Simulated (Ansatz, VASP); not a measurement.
**Two plane-wave programs on BeZn2Se3**

```
Be Zn Se
1.0
     3.92454    0.00000    0.00000
    -1.96227    3.39875    0.00000
     0.00000    0.00000    9.65453
Be Zn Se
1 2 3
Direct
  0.66667 0.33333 0.33468
  0.00000 0.00000 0.00952
  0.33333 0.66667 0.65967
  0.33333 0.66667 0.91470
  0.66667 0.33333 0.56562
  0.00000 0.00000 0.26582
```

Alike in both runs: functional PBE; k mesh 12 × 12 × 4; occupations gaussian, width 0.02 eV; no spin polarisation.

Ansatz relaxed the structure, and its values are those at the end. VASP's run is a single point on that final structure, the one shown.

|  | VASP | Ansatz |
| --- | --- | --- |
| version | VASP 6.6.1 | Ansatz 0.2.0 |
| potentials or method | VASP PAW PBE potentials, release 64 (Be, Zn, Se), cutoff 520 eV | scalar-relativistic, plane waves, PAW |
| valence electrons in the cell | 44 | 74 |

```csv
,VASP,Ansatz,Ansatz less VASP
gap on the k mesh at the Fermi level (eV),1.76,1.75,-0.002
least direct gap on the mesh (eV),1.76,1.75,-0.002
pressure (GPa),0.2,0.0,-0.20
rms of the force components (eV/Å),0.006,0.003,-0.0030
```

VASP's potentials hold 44 valence electrons a cell and Ansatz's 74, so a difference there can come from the potentials and not from the codes.
